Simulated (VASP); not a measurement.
Runs of VASP 6.6.1 on Be. The structure is that of space group Im-3m (No. 229), or close to it. The cells are those of the table. 

| task | cell | cutoff (eV) | gap on the mesh (eV) | pressure (GPa) |
| --- | --- | --- | --- | --- |
| relaxation of cell and atoms | relaxed to 160 GPa from a = 1.796 Å, angles 109.5°, 1 atom | 600 | none | 160.0 |
| single point | a = 1.795 Å, angles 109.5°, 1 atom | 520 | none | (a) |
| single point | a = 1.796 Å, angles 109.5°, 1 atom | 520 | none | 161.9 |
| relaxation of cell and atoms | relaxed to 160 GPa from a = 1.802 Å, angles 109.5°, 1 atom | 600 | none | 160.0 |

Alike in all rows: level LDA; potentials or basis VASP PAW LDA potentials, release 64 (Be); no spin polarisation; k mesh 26 × 26 × 26; smearing fermi-dirac 0.05 eV.

Task: Fill in the values left out.

Result: (a) 162.3.

Caveats: the cell is relaxed towards a set pressure, so the enthalpy falls and the energy may rise (some runs).

A gap of «none» marks levels without a gap at the run's occupations.
